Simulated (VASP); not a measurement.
# InSb (I-4m2) in VASP: notebook

InSb is run at these levels: LDA; tasks: single point.

Everything below comes from runs of VASP 6.6.1. Logs are shortened: lines on timing, memory, paths and dates and some standing lists are left out, and cuts for length are marked.

### 1 The cell of the first run

The structure is tetragonal, space group I-4m2 (No. 119). Conventional cell: a = 4.581 Å, b = 4.581 Å, c = 6.349 Å, α = 90.00°, β = 90.00°, γ = 90.00°. Within 3.7 Å of In (site symmetry -4m2) lie 4 Sb at 2.79 Å. Within 3.7 Å of Sb (site symmetry -4m2) lie 4 In at 2.79 Å.

### 2 Single point, LDA (zz strain of -2 %)

The input, INCAR:

```
PREC = Accurate
ENCUT = 520
EDIFF = 1E-6
ISMEAR = -1
SIGMA = 0.03
LREAL = F
LASPH = T
NELM = 80
ALGO = Normal
ISIF = 2
LWAVE = F
LCHARG = F
NBANDS = 16
```

The input, KPOINTS:

```
regular mesh
0
Gamma
  10 10 10
```

The input, POSCAR:

```
InSb
1.0
    0.0000000000      3.2391000000      3.1743180000
    3.2391000000      0.0000000000      3.1743180000
    3.2391000000      3.2391000000      0.0000000000
In Sb
1 1
Direct
    0.0000000000      0.0000000000      0.0000000000
    0.7500000000      0.7500000000      0.7500000000
```

Potentials or basis: VASP PAW LDA potentials, release 64 (In_d, Sb).

Command:

```console
> cat potpaw_LDA.64/In_d/POTCAR potpaw_LDA.64/Sb/POTCAR > POTCAR
> mpirun -np 1 vasp_std > vasp.out
```

OUTCAR:

```text
PREC = Accurate
   ENCUT = 520
   EDIFF = 1E-6
   ISMEAR = -1
   LREAL = F
   LASPH = T
   NELM = 80
   ISIF = 2

 ion  position               nearest neighbor table
   1  0.000  0.000  0.000-   2 2.79   2 2.79   2 2.79   2 2.79
   2  0.750  0.750  0.750-   1 2.79   1 2.79   1 2.79   1 2.79

  LATTYP: Found a body centered tetragonal cell.
 ALAT       =     4.5807791499
 C/A-ratio  =     1.3859292911

  Lattice vectors:

 A1 = (   0.0000000000,  -3.2391000000,  -3.1743180000)
 A2 = (   0.0000000000,   3.2391000000,  -3.1743180000)
 A3 = (   3.2391000000,   0.0000000000,   3.1743180000)

Analysis of symmetry for initial positions (statically):
=====================================================================
 Subroutine PRICEL returns:
 Original cell was already a primitive cell.

 Routine SETGRP: Setting up the symmetry group for a
 body centered tetragonal supercell.

 Subroutine GETGRP returns: Found  8 space group operations
 (whereof  8 operations were pure point group operations)
 out of a pool of 16 trial point group operations.

The static configuration has the point symmetry D_2d.

Analysis of symmetry for dynamics (positions and initial velocities):
=====================================================================
 Subroutine PRICEL returns:
 Original cell was already a primitive cell.

 Routine SETGRP: Setting up the symmetry group for a
 body centered tetragonal supercell.

 Subroutine GETGRP returns: Found  8 space group operations
 (whereof  8 operations were pure point group operations)
 out of a pool of 16 trial point group operations.

The dynamic configuration has the point symmetry D_2d.

 Subroutine INISYM returns: Found  8 space group operations
 (whereof  8 operations are pure point group operations),
 and found     1 'primitive' translations

----------------------------------------------------------------------------------------

                                     Primitive cell

  volume of cell :      66.6084

  direct lattice vectors                    reciprocal lattice vectors
     0.000000000  3.239100000  3.174318000    -0.154363867  0.154363867  0.157514149
     3.239100000  0.000000000  3.174318000     0.154363867 -0.154363867  0.157514149
     3.239100000  3.239100000  0.000000000     0.154363867  0.154363867 -0.157514149

  length of vectors
     4.535202705  4.535202705  4.580779150     0.269197165  0.269197165  0.269197165

  position of ions in fractional coordinates (direct lattice)
     0.000000000  0.000000000  0.000000000
     0.750000000  0.750000000  0.750000000

  ion indices of the primitive-cell ions
   primitive index   ion index
                 1           1
                 2           2

----------------------------------------------------------------------------------------

 KPOINTS: regular mesh

Automatic generation of k-mesh.
 Grid dimensions read from file:
 generate k-points for:   10   10   10

 Generating k-lattice:

  Cartesian coordinates                     Fractional coordinates (reciprocal lattice)
    -0.015436387  0.015436387  0.015751415     0.100000000  0.000000000  0.000000000
     0.015436387 -0.015436387  0.015751415     0.000000000  0.100000000  0.000000000
     0.015436387  0.015436387 -0.015751415    -0.000000000 -0.000000000  0.100000000

  Length of vectors
     0.026919717  0.026919717  0.026919717

  Shift w.r.t. Gamma in fractional coordinates (k-lattice)
     0.000000000  0.000000000  0.000000000

 Subroutine IBZKPT returns following result:
 ===========================================

 Found    102 irreducible k-points:

 Following reciprocal coordinates:
            Coordinates               Weight
  0.000000  0.000000  0.000000      1.000000
  0.100000  0.000000  0.000000      8.000000
  0.200000  0.000000  0.000000      8.000000
  0.300000 -0.000000  0.000000      8.000000
  0.400000 -0.000000  0.000000      8.000000
  0.500000  0.000000  0.000000      4.000000
[... 16 lines left out ...]
  0.300000  0.300000  0.000000      2.000000
  0.400000  0.300000  0.000000      8.000000
 [... further k-points ...]
   k-points           NKPTS =    102   k-points in BZ     NKDIM =    102   number of bands    NBANDS=     16
   number of dos      NEDOS =    301   number of ions     NIONS =      2
   total plane-waves  NPLWV =  46656
   dimension x,y,z NGX =    36 NGY =   36 NGZ =   36
   dimension x,y,z NGXF=    72 NGYF=   72 NGZF=   72
   ions per type =               1   1
   NGX,Y,Z   is equivalent  to a cutoff of  13.20, 13.20, 13.07 a.u.
   NGXF,Y,Z  is equivalent  to a cutoff of  26.39, 26.39, 26.13 a.u.
 SYSTEM =  unknown system
   PREC   = accura    normal or accurate (medium, high low for compatibility)
   ISTART =      0    job   : 0-new  1-cont  2-samecut
   ICHARG =      2    charge: 1-file 2-atom 10-const
   ISPIN  =      1    spin polarized calculation?
   LNONCOLLINEAR =      F non collinear calculations
   LSORBIT =      F    spin-orbit coupling
   LASPH  =      T    aspherical Exc in radial PAW
   ENCUT  =  520.0 eV  38.22 Ry    6.18 a.u.   8.43  8.43  8.52*2*pi/ulx,y,z
   NELM   =     80;   NELMIN=  2; NELMDL= -5     # of ELM steps
   EDIFF  = 0.1E-05   stopping-criterion for ELM
   LREAL  =      F    real-space projection
   EDIFFG = 0.1E-04   stopping-criterion for IOM
   NSW    =      0    number of steps for IOM
   IBRION =     -1    ionic relax: 0-MD 1-quasi-New 2-CG
   NFREE  =      0    steps in history (QN), initial steepest desc. (CG)
   ISIF   =      2    stress and relaxation
   ISYM   =      2    0-nonsym 1-usesym 2-fastsym
   POTIM  = 0.5000    time-step for ionic-motion
   TEBEG  =    0.0;   TEEND  =   0.0 temperature during run
   PSTRESS=    0.0 pullay stress
   NELECT =      18.0000    total number of electrons
   NUPDOWN=      -1.0000    fix difference up-down
   EMIN   =  10.00;   EMAX   =-10.00  energy-range for DOS
   EFERMI =   0.00;   METHOD = LEGACY
   ISMEAR =    -1;   SIGMA  =   0.03  broadening in eV -4-tet -1-fermi 0-gaus
   EFERMI_NEDOS =   21; number of points for ismear=-14 and -15
   IALGO  =     38    algorithm
   IMIX   =      4    mixing-type and parameters
     AMIX     =   0.40;   BMIX     =  1.00
     AMIX_MAG =   1.60;   BMIX_MAG =  1.00
  volume/ion in A,a.u.               =      33.30       224.75
  Fermi-wavevector in a.u.,A,eV,Ry     =   1.058415  2.000114 15.241820  1.120242
  Thomas-Fermi vector in A             =   2.193723
   LORBIT       =      0    0 simple, 1 ext, 2 COOP (PROOUT), +10 PAW based schemes
   GGA     = CA    functional components
   LHFCALC =     F    Hartree Fock is set to
   AEXX    =    0.0000 exact exchange contribution
   IVDW    =     0    specifies the selected vdW correction
   LEPSILON=     F    determine dielectric tensor
   LRPA    =     F    only Hartree local field effects (RPA)
 non-spin polarized calculation
  energy-cutoff  :      520.00
  volume of cell :       66.61
 maximum number of plane-waves:      1822
 NGX is ok and might be reduce to    36
   NGX = 17   NGY = 17   NGZ = 17

 number of electron      17.9999996 magnetization

 Free energy of the ion-electron system (eV)
  ---------------------------------------------------
  ext. energy  EPLUGINS =         0.00000000
  ---------------------------------------------------
  free energy    TOTEN  =        -8.21318704 eV

  energy without entropy =       -8.21308306  energy(sigma->0) =       -8.21313505

 E-fermi :   5.1475     XC(G=0):  -9.0790

 val. band max:        5.0781868076   @ k =   0.0000   0.0000   0.0000
 cond. band min:       5.1778004809   @ k =   0.0000   0.0000   0.0000
 fundamental gap:      0.0996136733
 Fermi energy:         5.1474980186

 k-point     1 :       0.0000    0.0000    0.0000
  band No.  band energies     occupation
      1      -9.4942      2.00000
      2      -9.4942      2.00000
      3      -9.4907      2.00000
      4      -9.4008      2.00000
      5      -9.3990      2.00000
      6      -5.7930      2.00000
[... 8 lines left out ...]
     15      13.2639      0.00000
     16      13.5465      0.00000

 k-point     2 :       0.1000    0.0000    0.0000
  band No.  band energies     occupation
      1      -9.4986      2.00000
      2      -9.4919      2.00000
      3      -9.4893      2.00000
      4      -9.4011      2.00000
      5      -9.3991      2.00000
      6      -5.6988      2.00000
[... 8 lines left out ...]
     15      12.6211      0.00000
     16      12.8123      0.00000

 k-point     3 :       0.2000    0.0000    0.0000
  band No.  band energies     occupation
      1      -9.5122      2.00000
      2      -9.4860      2.00000
      3      -9.4838      2.00000
      4      -9.4015      2.00000
      5      -9.3991      2.00000
      6      -5.4268      2.00000
[... 8 lines left out ...]
     15      12.2717      0.00000
     16      12.4131      0.00000

 k-point     4 :       0.3000   -0.0000    0.0000
  band No.  band energies     occupation
      1      -9.5289      2.00000
      2      -9.4795      2.00000
      3      -9.4773      2.00000
      4      -9.4014      2.00000
      5      -9.3984      2.00000
      6      -5.0177      2.00000
[... 8 lines left out ...]
     15      12.5865      0.00000
     16      12.6095      0.00000
[... 324 lines left out ...]
 k-point    22 :      -0.2000    0.2000    0.0000
  band No.  band energies     occupation
      1      -9.5354      2.00000
      2      -9.4766      2.00000
      3      -9.4713      2.00000
      4      -9.4016      2.00000
      5      -9.4004      2.00000
      6      -4.8812      2.00000
[... 8 lines left out ...]
     15      13.3976      0.00000
     16      13.9168      0.00000

 k-point    23 :       0.3000    0.3000    0.0000
  band No.  band energies     occupation
      1      -9.5543      2.00000
      2      -9.4623      2.00000
      3      -9.4623      2.00000
      4      -9.4155      2.00000
      5      -9.3921      2.00000
      6      -4.7154      2.00000
[... 8 lines left out ...]
     15      14.1671      0.00000
     16      14.8337      0.00000

 k-point    24 :       0.4000    0.3000    0.0000
  band No.  band energies     occupation
      1      -9.5650      2.00000
      2      -9.4571      2.00000
      3      -9.4563      2.00000
      4      -9.4176      2.00000
      5      -9.3911      2.00000
      6      -4.3496      2.00000
[... 8 lines left out ...]
     15      14.6588      0.00000
     16      15.2301      0.00000

 [... further k-points ...]
[... 5 lines left out ...]
  --------------------------------------------------------------------------------------
  -------------------------------------------------------------------------------------
  Total        0.0954835      0.0954835      0.3286443      0.0000000      0.0000000      0.0000000
  in kB        2.2967301      2.2967301      7.9051024      0.0000000      0.0000000      0.0000000
  external PRESSURE =       4.1661876 kB  Pullay stress =       0.0000000 kB

 VOLUME and BASIS-vectors are now :
 -----------------------------------------------------------------------------
  energy-cutoff  :      520.00
  volume of cell :       66.61
      direct lattice vectors                 reciprocal lattice vectors
     0.000000000  3.239100000  3.174318000    -0.154363867  0.154363867  0.157514149
     3.239100000  0.000000000  3.174318000     0.154363867 -0.154363867  0.157514149
     3.239100000  3.239100000  0.000000000     0.154363867  0.154363867 -0.157514149

 POSITION                                       TOTAL-FORCE (eV/Angst)
 -----------------------------------------------------------------------------------
      0.00000      0.00000      0.00000        -0.000000     -0.000000     -0.000000
      4.85865      4.85865      4.76148         0.000000      0.000000      0.000000
 -----------------------------------------------------------------------------------
    total drift:                                0.000000      0.000000     -0.000000

  FREE ENERGIE OF THE ION-ELECTRON SYSTEM (eV)
  ---------------------------------------------------
  free  energy   TOTEN  =        -8.2131870415 eV

  energy  without entropy=       -8.2130830584  energy(sigma->0) =       -8.21313505
```

It took 39 s on 1 thread of Intel Xeon 6975P-C (Granite Rapids), shared host; peak memory 0.26 GiB.

Results:

| Quantity | Value |
| --- | --- |
| Free energy | -8.2132 eV |
| Pressure | 0.4 GPa |
| Band gap on the k mesh | 0.10 eV |

Stress tensor (GPa, compression positive):
```
0.23 0.00 0.00
0.00 0.23 0.00
0.00 0.00 0.79
```

Caveat: the cell differs from its parent crystal (zz strain of -2 %); spin-orbit coupling is left out, which moves the levels of the heavy elements.

### 3 Single point, LDA (zz strain of -1 %)

The input, INCAR:

```
  ALGO = Normal
  EDIFF = 1E-7
  ENCUT = 520
  ISIF = 2
  ISMEAR = -1
  LASPH = T
  LCHARG = F
  LREAL = F
  LWAVE = F
  NBANDS = 16
  NELM = 60
  PREC = Accurate
  SIGMA = 0.03
```

The input, KPOINTS:

```
k-points
0
Gamma
  10 10 10
```

The input, POSCAR:

```
InSb
1.0
    0.0000000000      3.2391000000      3.2067090000
    3.2391000000      0.0000000000      3.2067090000
    3.2391000000      3.2391000000      0.0000000000
In Sb
1 1
Direct
    0.0000000000      0.0000000000      0.0000000000
    0.7500000000      0.7500000000      0.7500000000
```

Potentials or basis: VASP PAW LDA potentials, release 64 (In_d, Sb).

Command:

```console
> cat potpaw_LDA.64/In_d/POTCAR potpaw_LDA.64/Sb/POTCAR > POTCAR
> mpirun -np 1 vasp_std > vasp.out
```

It took 42 s on 1 thread of Intel Xeon 6975P-C (Granite Rapids), shared host; peak memory 0.25 GiB.

The run converged. Its results:

| Quantity | Value |
| --- | --- |
| Free energy | -8.2153 eV |
| Pressure | -0.1 GPa |
| Band gap on the k mesh | 0.05 eV |

Stress tensor (GPa, compression positive):
```
-0.15  0.00  0.00
 0.00 -0.15  0.00
 0.00  0.00  0.14
```

Levels at points of the mesh, in eV from the valence-band top:
```
           k point  band 5  band 6  band 7  band 8  band 9  band 10  band 11  band 12  band 13  band 14
(0.00, 0.00, 0.00)  -14.47  -10.82   -0.29    0.00    0.00     0.05     2.91     2.93     2.93     5.56
(0.50, 0.00, 0.00)  -14.47   -9.43   -5.71   -1.05   -0.98     0.45     3.76     3.81     5.95     8.19
(0.50, 0.50, 0.00)  -14.46   -8.78   -5.97   -2.33   -2.33     1.21     1.21     8.12     8.12     8.77
(0.50, 0.00, 0.50)  -14.47   -8.81   -6.02   -2.28   -2.27     1.26     1.29     8.09     8.13     8.71
```

Caveat: the cell differs from its parent crystal (zz strain of -1 %); spin-orbit coupling is left out, which moves the levels of the heavy elements.

### 4 Single point, LDA (zz strain of +1 %)

The input, INCAR:

```
  PREC = Accurate
  ENCUT = 520
  EDIFF = 1E-7
  ISMEAR = -1
  SIGMA = 0.03
  LREAL = F
  LASPH = T
  NELM = 60
  ALGO = Normal
  ISIF = 2
  LWAVE = F
  LCHARG = F
  GGA = CA
  NBANDS = 16
```

The input, KPOINTS:

```
Automatic mesh
0
Gamma
  10 10 10
```

The input, POSCAR:

```
InSb
1.0
    0.0000000000      3.2391000000      3.2714910000
    3.2391000000      0.0000000000      3.2714910000
    3.2391000000      3.2391000000      0.0000000000
In Sb
1 1
Direct
    0.0000000000      0.0000000000      0.0000000000
    0.7500000000      0.7500000000      0.7500000000
```

Command:

```console
> cat potpaw_LDA.64/In_d/POTCAR potpaw_LDA.64/Sb/POTCAR > POTCAR
> mpirun -np 1 vasp_std > vasp.out
```

Run time: 44 s. Hardware: 1 thread of Intel Xeon 6975P-C (Granite Rapids), shared host; peak memory 0.25 GiB.

It converged, with:

```
Free energy            : -8.2112 eV
Pressure               : -0.9 GPa
Band gap on the k mesh : zero (filled and empty bands touch)
```

Stress tensor (GPa, compression positive):
```
-0.84  0.00  0.00
 0.00 -0.84  0.00
 0.00  0.00 -1.14
```

Levels at points of the mesh, in eV from the Fermi level:
```tsv
k point	band 7	band 8	band 9	band 10	band 11	band 12
(0.00, 0.00, 0.00)	-0.45	-0.06	-0.01	-0.01	2.87	2.87
(0.50, 0.00, 0.00)	-5.66	-1.06	-1.00	0.37	3.71	3.76
(0.50, 0.50, 0.00)	-5.99	-2.24	-2.24	1.27	1.28	7.95
(0.50, 0.00, 0.50)	-5.95	-2.29	-2.29	1.20	1.22	7.94
```

Caveat: the cell differs from its parent crystal (zz strain of +1 %); semilocal functionals underestimate gaps, so a narrow gap can read as zero; spin-orbit coupling is left out, which moves the levels of the heavy elements.

### 5 Summary

| cell | gap on the mesh (eV) | pressure (GPa) |
| --- | --- | --- |
| a = 4.535, b = 4.535, c = 4.581 Å, angles 59.7, 59.7, 60.7°, 2 atoms | 0.10 | 0.4 |
| a = 4.558, b = 4.558, c = 4.581 Å, angles 59.8, 59.8, 60.3°, 2 atoms | 0.05 | -0.1 |
| a = 4.604, b = 4.604, c = 4.581 Å, angles 60.2, 60.2, 59.7°, 2 atoms | none | -0.9 |

Alike in all rows: task single point; level LDA; potentials or basis VASP PAW LDA potentials, release 64 (In_d, Sb); no spin polarisation; k mesh 10 × 10 × 10; cutoff (eV) 520; smearing fermi-dirac 0.03 eV.

Caveats: spin-orbit coupling is left out, which moves the levels of the heavy elements; semilocal functionals underestimate gaps, so a narrow gap can read as zero (at least some runs).

Total energies depend on the potentials used, so only differences within one code and one set of settings carry meaning.
